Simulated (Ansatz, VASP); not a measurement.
**One calculation of Si2Mo, two programs**

File POSCAR:

```
Si2Mo
1.0
   -1.6000000000      1.6000000000      3.9305000000
    1.6000000000     -1.6000000000      3.9305000000
    1.6000000000      1.6000000000     -3.9305000000
Si Mo
2 1
Direct
    0.3330000000      0.3330000000      0.0000000000
    0.6670000000      0.6670000000      0.0000000000
    0.0000000000      0.0000000000      0.0000000000
```

The input INCAR.step1:

```
ALGO     = Normal         # electronic algorithm
EDIFF    = 1E-4           # SCF threshold, eV
ENCUT    = 520            # plane-wave cutoff, eV
GGA      = PE             # functional
ISMEAR   = 0              # smearing method
LASPH    = T              # aspherical terms in the spheres
LCHARG   = F              # write CHGCAR
LREAL    = F              # projectors in reciprocal space
LWAVE    = T              # write WAVECAR
NBANDS   = 18             # bands
NELM     = 100            # most SCF steps
PREC     = Accurate       # precision mode
SIGMA    = 0.1            # smearing width, eV
```

File INCAR.step2:

```
ALGO     = Normal         # electronic algorithm
BPARAM   = 11.95        
CPARAM   = 0.0093       
EDIFF    = 1E-7           # SCF threshold, eV
ENCUT    = 520            # plane-wave cutoff, eV
ISIF     = 2              # what is computed and relaxed
ISMEAR   = 0              # smearing method
ISTART   = 1            
IVDW_NL  = 2            
LASPH    = T              # aspherical terms in the spheres
LCHARG   = F              # write CHGCAR
LMIXTAU  = T            
LREAL    = F              # projectors in reciprocal space
LUSE_VDW = T            
LWAVE    = F              # write WAVECAR
METAGGA  = R2SCAN         # meta-GGA
NBANDS   = 18             # bands
NELM     = 100            # most SCF steps
PREC     = Accurate       # precision mode
SIGMA    = 0.1            # smearing width, eV
```

KPOINTS

```
k-points
0
Gamma
  8 8 8
```

Input for Ansatz:

```yaml
crystal:
  lattice:
    - [-1.6, 1.6, 3.9305]
    - [1.6, -1.6, 3.9305]
    - [1.6, 1.6, -3.9305]
  atoms:
    - { symbol: Si, position: [0.333, 0.333, 0.0] }
    - { symbol: Si, position: [0.667, 0.667, 0.0] }
    - { symbol: Mo, position: [0.0, 0.0, 0.0] }
basis:
  ecutwfc: 500
kpoints:
  mp_grid: { grid: [8, 8, 8] }
hamiltonian:
  xc: r2scan
  dispersion: rvv10
scf:
  occupations: { method: gaussian, width: 0.1 }
output:
  forces: true
  stress: true
  eigenvalues: true
```

Alike in both runs: task single point; functional r2SCAN; dispersion rVV10; k mesh 8 × 8 × 8; occupations gaussian, width 0.1 eV; no spin polarisation.

|  | VASP | Ansatz |
| --- | --- | --- |
| version | VASP 6.6.1 | Ansatz 0.2.0 |
| potentials or method | VASP PAW PBE potentials, release 64 (Si, Mo_sv), cutoff 520 eV | scalar-relativistic, plane waves, PAW |
| valence electrons in the cell | 22 | 22 |

|  | VASP | Ansatz | Ansatz less VASP |
| --- | --- | --- | --- |
| gap on the k mesh at the Fermi level (eV) | none | none | - |
| pressure (GPa) | -1.9 | -2.4 | -0.55 |
| traceless stress, the component that is largest in VASP (GPa) | -1.91 | -1.90 | +0.017 |
| rms of the force components (eV/Å) | 0.179 | 0.184 | +0.0045 |

VASP's potentials were made for PBE, not for r2SCAN. Atom by atom the forces differ by 0.004 eV/Å (rms over components). A gap of «none» marks a metal or a gap that the smearing closes.
